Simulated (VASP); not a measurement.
A run of VASP 6.6.1:

File INCAR:

```
SYSTEM = Yb
ALGO = Normal ; EDIFF = 1E-6
ENCUT = 600 ; GGA = PS
GGA_COMPAT = .False. ; ISIF = 2
ISMEAR = 0 ; LASPH = .True.
LCHARG = .False. ; LMAXMIX = 6
LREAL = .False. ; LWAVE = .False.
NBANDS = 18 ; NELM = 200
PREC = Accurate ; SIGMA = 0.1
```

File KPOINTS:

```
k-points
0
Gamma
  6 6 6
  0 0 0
```

POSCAR

```
Yb
1.0
    4.0880000000      0.0000000000      0.0000000000
    0.0000000000      4.0880000000      0.0000000000
    0.0000000000      0.0000000000      4.0880000000
Yb
1
Direct
    0.0000000000      0.0000000000      0.0000000000
```

Potentials or basis: VASP PAW PBE potentials, release 64 (Yb).

Run with:

```sh
$ cat potpaw_PBE.64/Yb/POTCAR > POTCAR
$ mpirun -np 1 vasp_std > vasp.out
```

Hardware: 1 thread of Intel Xeon 8259CL (shared host).

Question: How long does it take, and how much memory?

Answer: It took 110 s on 1 thread of Intel Xeon 8259CL, on a shared host, peak memory 0.22 GiB. Counts: scf iterations 25, k points 20.
